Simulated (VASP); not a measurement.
# La4ZrO (P-6m2) in VASP: a series of runs

La4ZrO is run at these levels: PBE; tasks: single point, relaxation of cell and atoms.

Everything below comes from runs of VASP 6.6.1. Logs are shortened: lines on timing, memory, paths and dates and some standing lists are left out, and cuts for length are marked.

**1. The cell of the first run**

It takes space group P-6m2 (No. 187, hexagonal). The conventional cell has a = 5.999 Å, b = 5.999 Å, c = 4.726 Å, α = 90.00°, β = 90.00°, γ = 120.00°. La (site symmetry -6m2) has 6 La at 2.94 Å and 3 Zr at 3.46 Å and 3 O at 3.46 Å within 3.9 Å. Within 3.9 Å of La (site symmetry mm2) lie 2 Zr at 2.92 Å and 6 La at 2.94 to 3.04 Å and 4 O at 3.82 Å. Within 3.8 Å of Zr (site symmetry -6m2) lie 9 La at 2.92 to 3.46 Å and 3 O at 3.46 Å. O (site symmetry -6m2) has 15 La at 3.46 to 3.82 Å and 3 Zr at 3.46 Å and 2 O at 4.73 Å within 4.8 Å.

The cell was generated, and may not be a known phase.

**2. Single point, PBE**

INCAR reads:

```
PREC = Accurate
ENCUT = 520
EDIFF = 1E-7
ISMEAR = 0
SIGMA = 0.1
LREAL = F
LASPH = T
NELM = 80
ALGO = Normal
ISIF = 2
LWAVE = F
LCHARG = F
GGA = PE
NBANDS = 40
```

KPOINTS reads:

```
regular mesh
0
Gamma
  3 3 4
```

POSCAR reads:

```
La4ZrO
1.0
    5.9991997900      0.0000000000      0.0000000000
   -2.9995999000      5.1954594200      0.0000000000
    0.0000000000      0.0000000000      4.7259124200
La Zr O
4 1 1
Direct
    0.6666666700      0.3333333300      0.0000000000
    0.0045345200      0.5022672600      0.5000000000
    0.4977327400      0.5022672600      0.5000000000
    0.4977327400      0.9954654800      0.5000000000
    0.3333333300      0.6666666700      0.0000000000
    0.0000000000      0.0000000000      0.0000000000
```

Potentials or basis: VASP PAW PBE potentials, release 64 (La, Zr_sv, O).

Run with:

```bash
cat potpaw_PBE.64/La/POTCAR potpaw_PBE.64/Zr_sv/POTCAR potpaw_PBE.64/O/POTCAR > POTCAR
mpirun -np 1 vasp_std > vasp.out
```

OUTCAR:

```text
PREC = Accurate
   ENCUT = 520
   EDIFF = 1E-7
   ISMEAR = 0
   LREAL = F
   LASPH = T
   NELM = 80
   ISIF = 2
   GGA = PE

 ion  position               nearest neighbor table
   1  0.667  0.333  0.000-   2 2.94   2 2.94   4 2.94   4 2.94   3 2.94   3 2.94   5 3.46   5 3.46
                             5 3.46
   2  0.005  0.502  0.500-   5 2.92   5 2.92   1 2.94   1 2.94   4 2.96   3 2.96   4 3.04   3 3.04

   3  0.498  0.502  0.500-   5 2.92   5 2.92   1 2.94   1 2.94   2 2.96   4 2.96   2 3.04   4 3.04

   4  0.498  0.995  0.500-   5 2.92   5 2.92   1 2.94   1 2.94   2 2.96   3 2.96   2 3.04   3 3.04

   5  0.333  0.667  0.000-   2 2.92   2 2.92   4 2.92   4 2.92   3 2.92   3 2.92   1 3.46   1 3.46
                             1 3.46
   6  0.000  0.000  0.000-

  LATTYP: Found a hexagonal cell.
 ALAT       =     5.9991997900
 C/A-ratio  =     0.7877571319

  Lattice vectors:

 A1 = (   5.9991997900,   0.0000000000,   0.0000000000)
 A2 = (  -2.9995999000,   5.1954594200,   0.0000000000)
 A3 = (   0.0000000000,   0.0000000000,   4.7259124200)

Analysis of symmetry for initial positions (statically):
=====================================================================
 Subroutine PRICEL returns:
 Original cell was already a primitive cell.

 Routine SETGRP: Setting up the symmetry group for a
 hexagonal supercell.

 Subroutine GETGRP returns: Found 12 space group operations
 (whereof 12 operations were pure point group operations)
 out of a pool of 24 trial point group operations.

The static configuration has the point symmetry D_3h.

Analysis of symmetry for dynamics (positions and initial velocities):
=====================================================================
 Subroutine PRICEL returns:
 Original cell was already a primitive cell.

 Routine SETGRP: Setting up the symmetry group for a
 hexagonal supercell.

 Subroutine GETGRP returns: Found 12 space group operations
 (whereof 12 operations were pure point group operations)
 out of a pool of 24 trial point group operations.

The dynamic configuration has the point symmetry D_3h.

 Subroutine INISYM returns: Found 12 space group operations
 (whereof 12 operations are pure point group operations),
 and found     1 'primitive' translations

----------------------------------------------------------------------------------------

                                     Primitive cell

  volume of cell :     147.3001

  direct lattice vectors                    reciprocal lattice vectors
     5.999199790  0.000000000  0.000000000     0.166688898  0.096237880  0.000000000
    -2.999599900  5.195459420  0.000000000     0.000000000  0.192475760  0.000000000
     0.000000000  0.000000000  4.725912420     0.000000000  0.000000000  0.211599351

  length of vectors
     5.999199790  5.999199792  4.725912420     0.192475760  0.192475760  0.211599351

  position of ions in fractional coordinates (direct lattice)
     0.666666670  0.333333330  0.000000000
     0.004534520  0.502267260  0.500000000
     0.497732740  0.502267260  0.500000000
     0.497732740  0.995465480  0.500000000
     0.333333330  0.666666670  0.000000000
     0.000000000  0.000000000  0.000000000

  ion indices of the primitive-cell ions
   primitive index   ion index
                 1           1
                 2           2
                 3           3
                 4           4
                 5           5
                 6           6

----------------------------------------------------------------------------------------

 KPOINTS: regular mesh

Automatic generation of k-mesh.
 Grid dimensions read from file:
 generate k-points for:    3    3    4

 Generating k-lattice:

  Cartesian coordinates                     Fractional coordinates (reciprocal lattice)
     0.055562966  0.032079293  0.000000000     0.333333333 -0.000000000  0.000000000
     0.000000000  0.064158587  0.000000000     0.000000000  0.333333333  0.000000000
     0.000000000  0.000000000  0.052899838     0.000000000  0.000000000  0.250000000

  Length of vectors
     0.064158587  0.064158587  0.052899838

  Shift w.r.t. Gamma in fractional coordinates (k-lattice)
     0.000000000  0.000000000  0.000000000

 Subroutine IBZKPT returns following result:
 ===========================================

 Found      9 irreducible k-points:

 Following reciprocal coordinates:
            Coordinates               Weight
  0.000000  0.000000  0.000000      1.000000
  0.333333 -0.000000  0.000000      6.000000
  0.333333  0.333333  0.000000      2.000000
  0.000000  0.000000  0.250000      2.000000
  0.333333 -0.000000  0.250000     12.000000
  0.333333  0.333333  0.250000      4.000000
  0.000000  0.000000  0.500000      1.000000
  0.333333 -0.000000  0.500000      6.000000
  0.333333  0.333333  0.500000      2.000000
   k-points           NKPTS =      9   k-points in BZ     NKDIM =      9   number of bands    NBANDS=     40
[... 67 lines left out ...]

 val. band max:        9.2493817815   @ k =   0.3333   0.3333   0.5000
 cond. band min:       9.2807354829   @ k =   0.0000   0.0000   0.5000
 fundamental gap:      0.0313537014
 Fermi energy:         9.2713856878

 k-point     1 :       0.0000    0.0000    0.0000
  band No.  band energies     occupation
      1     -38.8934      2.00000
      2     -23.8819      2.00000
      3     -22.5988      2.00000
      4     -22.5988      2.00000
      5     -22.3721      2.00000
      6     -17.2671      2.00000
[... 32 lines left out ...]
     39      10.9995      0.00000
     40      10.9995      0.00000

 k-point     2 :       0.3333   -0.0000    0.0000
  band No.  band energies     occupation
      1     -38.8933      2.00000
      2     -23.7199      2.00000
      3     -22.9570      2.00000
      4     -22.6030      2.00000
      5     -22.2147      2.00000
      6     -17.2658      2.00000
[... 32 lines left out ...]
     39      11.1030      0.00000
     40      11.3881      0.00000

 k-point     3 :       0.3333    0.3333    0.0000
  band No.  band energies     occupation
      1     -38.8933      2.00000
      2     -23.5823      2.00000
      3     -23.1507      2.00000
      4     -22.6073      2.00000
      5     -22.1754      2.00000
      6     -17.2652      2.00000
[... 32 lines left out ...]
     39      11.0707      0.00000
     40      11.3662      0.00000

 k-point     4 :       0.0000    0.0000    0.2500
  band No.  band energies     occupation
      1     -38.8925      2.00000
      2     -23.7758      2.00000
      3     -22.5864      2.00000
      4     -22.5864      2.00000
      5     -22.5510      2.00000
      6     -17.2094      2.00000
[... 32 lines left out ...]
     39      11.1836      0.00000
     40      11.1836      0.00000

 k-point     5 :       0.3333   -0.0000    0.2500
  band No.  band energies     occupation
      1     -38.8925      2.00000
      2     -23.5969      2.00000
      3     -22.9517      2.00000
      4     -22.5905      2.00000
      5     -22.4143      2.00000
      6     -17.1997      2.00000
[... 32 lines left out ...]
     39      11.0990      0.00000
     40      11.2468      0.00000

 k-point     6 :       0.3333    0.3333    0.2500
  band No.  band energies     occupation
      1     -38.8925      2.00000
      2     -23.4114      2.00000
      3     -23.1804      2.00000
      4     -22.5948      2.00000
      5     -22.3934      2.00000
      6     -17.1947      2.00000
[... 32 lines left out ...]
     39      11.0214      0.00000
     40      11.1932      0.00000

 k-point     7 :       0.0000    0.0000    0.5000
  band No.  band energies     occupation
      1     -38.8917      2.00000
      2     -23.6336      2.00000
      3     -22.7619      2.00000
      4     -22.5739      2.00000
      5     -22.5739      2.00000
      6     -17.1624      2.00000
[... 32 lines left out ...]
     39      10.9225      0.00000
     40      11.4145      0.00000

 k-point     8 :       0.3333   -0.0000    0.5000
  band No.  band energies     occupation
      1     -38.8917      2.00000
      2     -23.4412      2.00000
      3     -22.8282      2.00000
      4     -22.7632      2.00000
      5     -22.5779      2.00000
      6     -17.1359      2.00000
[... 32 lines left out ...]
     39      10.9436      0.00000
     40      11.0940      0.00000

 k-point     9 :       0.3333    0.3333    0.5000
  band No.  band energies     occupation
      1     -38.8917      2.00000
      2     -23.2097      2.00000
      3     -23.0877      2.00000
      4     -22.7638      2.00000
      5     -22.5821      2.00000
      6     -17.1233      2.00000
[... 32 lines left out ...]
     39      11.1702      0.00000
     40      11.3355      0.00000

------------------------ aborting loop because EDIFF is reached ----------------------------------------

  FORCE on cell =-STRESS in cart. coord.  units (eV):
  Direction    XX          YY          ZZ          XY          YZ          ZX
  --------------------------------------------------------------------------------------
  -------------------------------------------------------------------------------------
  Total        9.4563283      9.4563283     15.6369510     -0.0000000     -0.0000000      0.0000000
  in kB      102.8561281    102.8561281    170.0825293     -0.0000001     -0.0000000      0.0000000
  external PRESSURE =     125.2649285 kB  Pullay stress =       0.0000000 kB

 VOLUME and BASIS-vectors are now :
 -----------------------------------------------------------------------------
  energy-cutoff  :      520.00
  volume of cell :      147.30
      direct lattice vectors                 reciprocal lattice vectors
     5.999199790  0.000000000  0.000000000     0.166688898  0.096237880  0.000000000
    -2.999599900  5.195459420  0.000000000     0.000000000  0.192475760  0.000000000
     0.000000000  0.000000000  4.725912420     0.000000000  0.000000000  0.211599351

 POSITION                                       TOTAL-FORCE (eV/Angst)
 -----------------------------------------------------------------------------------
      2.99960      1.73182      0.00000        -0.000000     -0.000000      0.000000
     -1.47940      2.60951      2.36296         0.204752      0.118213      0.000000
      1.47940      2.60951      2.36296        -0.204752      0.118213      0.000000
     -0.00000      5.17190      2.36296         0.000000     -0.236427     -0.000000
     -0.00000      3.46364      0.00000        -0.000000     -0.000000      0.000000
      0.00000      0.00000      0.00000        -0.000000     -0.000000      0.000000
 -----------------------------------------------------------------------------------
    total drift:                                0.000021     -0.000012      0.000000

  FREE ENERGIE OF THE ION-ELECTRON SYSTEM (eV)
  ---------------------------------------------------
  free  energy   TOTEN  =       -26.4265839507 eV

  energy  without entropy=      -26.3953162058  energy(sigma->0) =      -26.41095008
```

Wall time 59 s (1 thread of Intel Xeon 6975P-C (Granite Rapids), shared host); peak memory 0.3 GiB.

What came out:

```
Free energy            : -26.4266 eV
Pressure               : 12.5 GPa
Largest force          : 0.236 eV/Å
Band gap on the k mesh : zero (bands 31 and 32 overlap by 0.80 eV)
```

Forces on the atoms (eV/Å):
```
La   0.000  0.000  0.000
La   0.205  0.118  0.000
La  -0.205  0.118  0.000
La   0.000 -0.236  0.000
Zr   0.000  0.000  0.000
O    0.000  0.000  0.000
```

Caveat: the k points lie up to 0.40 Å⁻¹ apart, too coarse for converged energies and pressures of a metal; spin-orbit coupling is left out, which moves the levels of the heavy elements.

**3. Single point, PBE**

This run uses another cell than the first one, of 31.08 Å³/atom.

INCAR reads:

```
  ALGO = Normal
  EDIFF = 1E-6
  ENCUT = 520
  GGA = PE
  ISIF = 2
  ISMEAR = 0
  LASPH = T
  LCHARG = F
  LREAL = F
  LWAVE = F
  NBANDS = 40
  NELM = 100
  PREC = Accurate
  SIGMA = 0.1
```

KPOINTS reads:

```
k-points
0
Gamma
  3 3 4
```

POSCAR reads:

```
La4ZrO
1.0
    6.2046212904      0.0000000030      0.0000000000
   -3.1023106478      5.3733596569      0.0000000000
    0.0000000000      0.0000000000      5.5926911761
La Zr O
4 1 1
Direct
    0.6666666667      0.3333333333      0.0000000000
    0.0073154290      0.5036577145      0.5000000000
    0.4963422855      0.5036577145      0.5000000000
    0.4963422855      0.9926845710      0.5000000000
    0.3333333333      0.6666666667      0.0000000000
    0.0000000000      0.0000000000      0.0000000000
```

Potentials or basis: VASP PAW PBE potentials, release 64 (La, Zr_sv, O).

Run with:

```bash
cat potpaw_PBE.64/La/POTCAR potpaw_PBE.64/Zr_sv/POTCAR potpaw_PBE.64/O/POTCAR > POTCAR
mpirun -np 1 vasp_std > vasp.out
```

Run time: 62 s. Hardware: 1 thread of Intel Xeon 6975P-C (Granite Rapids), shared host; peak memory 0.34 GiB.

Results (log left out):

| Item | Value |
| --- | --- |
| Free energy | -27.9210 eV |
| Pressure | 0.0 GPa |
| Largest force | 0.026 eV/Å |
| Band gap on the k mesh | zero (bands 31 and 32 overlap by 0.79 eV) |

Forces on the atoms (eV/Å):
```
La   0.000  0.000  0.000
La  -0.022 -0.013  0.000
La   0.022 -0.013  0.000
La   0.000  0.026  0.000
Zr   0.000  0.000  0.000
O    0.000  0.000  0.000
```

Stress tensor (GPa, compression positive):
```
-0.01  0.00  0.00
 0.00 -0.01  0.00
 0.00  0.00  0.07
```

Levels at points of the mesh, in eV from the Fermi level:
```csv
k point,band 27,band 28,band 29,band 30,band 31,band 32,band 33,band 34,band 35,band 36
"(0.00, 0.00, 0.00)",-1.03,-0.81,-0.81,-0.67,-0.60,-0.60,0.29,0.29,0.81,0.88
"(0.00, 0.00, 0.50)",-1.04,-1.04,-0.82,-0.14,-0.14,0.12,0.38,0.38,0.78,0.87
```

Caveat: the k points lie up to 0.39 Å⁻¹ apart, too coarse for converged energies and pressures of a metal; spin-orbit coupling is left out, which moves the levels of the heavy elements.

**4. Relaxation of cell and atoms, PBE**

INCAR reads:

```
SYSTEM = La4ZrO
  PREC = Accurate
  ENCUT = 600
  EDIFF = 1E-6
  ISMEAR = 0
  SIGMA = 0.1
  LREAL = .FALSE.
  LASPH = .TRUE.
  NELM = 80
  ALGO = Normal
  ISIF = 3
  LWAVE = .FALSE.
  LCHARG = .FALSE.
  GGA = PE
  IBRION = 2
  NSW = 90
  EDIFFG = -0.04
```

KPOINTS reads:

```
Automatic mesh
0
G
  3 3 4
  0 0 0
```

POSCAR reads:

```
La4ZrO
1.0
    5.9991997900      0.0000000000      0.0000000000
   -2.9995999000      5.1954594200      0.0000000000
    0.0000000000      0.0000000000      4.7259124200
La Zr O
4 1 1
Direct
    0.6666666700      0.3333333300      0.0000000000
    0.0045345200      0.5022672600      0.5000000000
    0.4977327400      0.5022672600      0.5000000000
    0.4977327400      0.9954654800      0.5000000000
    0.3333333300      0.6666666700      0.0000000000
    0.0000000000      0.0000000000      0.0000000000
```

Run with:

```bash
cat potpaw_PBE.64/La/POTCAR potpaw_PBE.64/Zr_sv/POTCAR potpaw_PBE.64/O/POTCAR > POTCAR
mpirun -np 1 vasp_std > vasp.out
```

Wall time 9.1 min (1 thread of Intel Xeon 6975P-C (Granite Rapids), shared host); peak memory 0.36 GiB.

Results (log left out):

```yaml
Free_energy: -27.9081 eV
Relaxed_volume: 31.12 Å³/atom
Relaxed_cell: a = 6.204 Å, b = 6.204 Å, c = 5.602 Å, α = 90.00°, β = 90.00°, γ = 120.00°
Space_group_after_relaxing_to_0.1_Å: P-6m2 (No. 187)
Energy_gained_by_relaxing: 246.3 meV/atom
Ionic_steps: 11
Pressure_after_relaxing: -0.1 GPa
Largest_force_after_relaxing: 0.023 eV/Å
Band_gap_on_the_k_mesh: zero (bands 31 and 32 overlap by 0.79 eV)
```

Forces in eV/Å, atoms in the order of the input:
```
La   0.000  0.000  0.000
La   0.020  0.011  0.000
La  -0.020  0.011  0.000
La   0.000 -0.023  0.000
Zr   0.000  0.000  0.000
O    0.000  0.000  0.000
```

The path:
```
step  energy change (eV)  largest force (eV/Å)  pressure (GPa)  volume (Å³)
   1              0.0000                0.2366           12.52       147.30
   2             -1.4114                0.1270            0.00       191.95
   3             -1.4116                0.1246           -0.27       194.04
   4             -1.4120                0.1258           -0.14       193.02
   5             -1.4268                0.0646           -0.16       192.34
   6             -1.4585                0.1462           -0.20       190.20
   7             -1.3946                0.7355            0.31       185.47
   8             -1.4621                0.2137           -0.19       189.51
   9             -1.4745                0.1418           -0.01       187.02
  10             -1.4768                0.0895            0.13       185.40
  11             -1.4780                0.0226           -0.09       186.72
```

Final structure:
```yaml
crystal:
  lattice:
    - [6.20391, 0.00000, 0.00000]
    - [-3.10195, 5.37274, 0.00000]
    - [0.00000, 0.00000, 5.60168]
  atoms:
    - { symbol: La, position: [0.66667, 0.33333, 0.00000] }
    - { symbol: La, position: [0.00647, 0.50323, 0.50000] }
    - { symbol: La, position: [0.49677, 0.50323, 0.50000] }
    - { symbol: La, position: [0.49677, 0.99353, 0.50000] }
    - { symbol: Zr, position: [0.33333, 0.66667, 0.00000] }
    - { symbol: O, position: [0.00000, 0.00000, 0.00000] }
```

Levels at points of the mesh, in eV from the Fermi level:
| k point | band 27 | band 28 | band 29 | band 30 | band 31 | band 32 | band 33 | band 34 | band 35 | band 36 |
| --- | --- | --- | --- | --- | --- | --- | --- | --- | --- | --- |
| (0.00, 0.00, 0.00) | -1.03 | -0.81 | -0.81 | -0.66 | -0.60 | -0.60 | 0.29 | 0.29 | 0.81 | 0.87 |
| (0.00, 0.00, 0.50) | -1.04 | -1.04 | -0.82 | -0.14 | -0.14 | 0.11 | 0.38 | 0.38 | 0.77 | 0.87 |

Caveat: the k points lie up to 0.39 Å⁻¹ apart in the final cell, too coarse for converged energies and pressures of a metal; the volume moved by over 15 % at a fixed basis, so the end points are rough; spin-orbit coupling is left out, which moves the levels of the heavy elements.

**5. Summary**

```csv
task,cell,cutoff (eV),gap on the mesh (eV),pressure (GPa),largest force (eV/Å)
single point,"a = 5.999, b = 5.999, c = 4.726 Å, angles 90.0, 90.0, 120.0°, 6 atoms, atomic positions A",520,none,12.5,0.24
single point,"a = 6.205, b = 6.205, c = 5.593 Å, angles 90.0, 90.0, 120.0°, 6 atoms, atomic positions B",520,none,0.0,0.03
relaxation of cell and atoms,"relaxed from a = 5.999, b = 5.999, c = 4.726 Å, angles 90.0, 90.0, 120.0°, 6 atoms, atomic positions A",600,none,-0.1,0.02
```

Alike in all rows: level PBE; potentials or basis VASP PAW PBE potentials, release 64 (La, Zr_sv, O); no spin polarisation; k mesh 3 × 3 × 4; smearing gaussian 0.1 eV.

Caveats: all runs use coarse meshes; spin-orbit coupling is left out, which moves the levels of the heavy elements; the volume moved by over 15 % at a fixed basis, so the end points are rough (at least some runs).

Total energies depend on the potentials used, so only differences within one code and one set of settings carry meaning.

The gap in the log of VASP goes by the Fermi energy; the results here count the filled bands.